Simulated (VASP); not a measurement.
A run of VASP 6.6.1:

Contents of INCAR:

```
PREC = Accurate
ENCUT = 520
EDIFF = 1E-6
ISMEAR = -1
SIGMA = 0.05
LREAL = False
LASPH = True
NELM = 100
ALGO = Normal
ISIF = 2
LWAVE = False
LCHARG = True
GGA = PE
LELF = True
LVHAR = True
NBANDS = 34
```

KPOINTS

```
Automatic mesh
0
Gamma
  9 9 8
```

The input POSCAR:

```
Ga
1.0
    2.2362380000     -3.8111232500     -0.0078352500
    2.2744620000      3.8336767500      0.0303887500
    0.0225835000      0.0225835000      4.5167000000
Ga
4
Direct
    0.1525000000      0.8475000000      0.0785000000
    0.6525000000      0.3475000000      0.4215000000
    0.8475000000      0.1525000000      0.9215000000
    0.3475000000      0.6525000000      0.5785000000
```

Potentials or basis: VASP PAW PBE potentials, release 64 (Ga_d).

Run with:

```sh
$ cat potpaw_PBE.64/Ga_d/POTCAR > POTCAR
$ mpirun -np 1 vasp_std > vasp.out
```

Hardware: 1 thread of Oxide Virtual Turin-like Processor, with other jobs on the host.

Estimate the wall time of this run.

Run time: 16 min on 1 thread of Oxide Virtual Turin-like Processor (shared host), peak memory 0.62 GiB. Counts: scf iterations 12, k points 325.
